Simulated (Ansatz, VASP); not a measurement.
Two plane-wave programs on Ga3AsP2

```xyz
6
Lattice="-1.9522 1.9522 8.2841 1.9522 -1.9522 8.2841 1.9522 1.9522 -8.2841" Properties=species:S:1:pos:R:3 pbc="T T T"
P     0.0000    0.0000    2.7924
P     0.0000    0.0000   13.7758
Ga    0.0000    1.9522    4.1420
Ga    1.9522    0.0000    6.8392
Ga    1.9522    0.0000    1.4449
As    0.0000    0.0000    8.2841
```

Alike in both runs: task single point; functional PBE; k mesh 10 × 10 × 10; occupations fermi-dirac, width 0.02 eV; no spin polarisation.

|  | VASP | Ansatz |
| --- | --- | --- |
| version | VASP 6.6.1 | Ansatz 0.2.0 |
| potentials or method | VASP PAW PBE potentials, release 64 (P, Ga_d, As) | plane waves, PAW |
| plane-wave cutoff (eV) | 520 | 420 |
| valence electrons in the cell | 54 | 64 |

```tsv
	VASP	Ansatz	Ansatz less VASP
gap on the k mesh at the Fermi level (eV)	1.31	1.31	+0.001
pressure (GPa)	2.7	2.6	-0.07
rms of the force components (eV/Å)	0.026	0.019	-0.0061
```

VASP's potentials hold 54 valence electrons a cell and Ansatz's 64, so a difference there can come from the potentials and not from the codes.
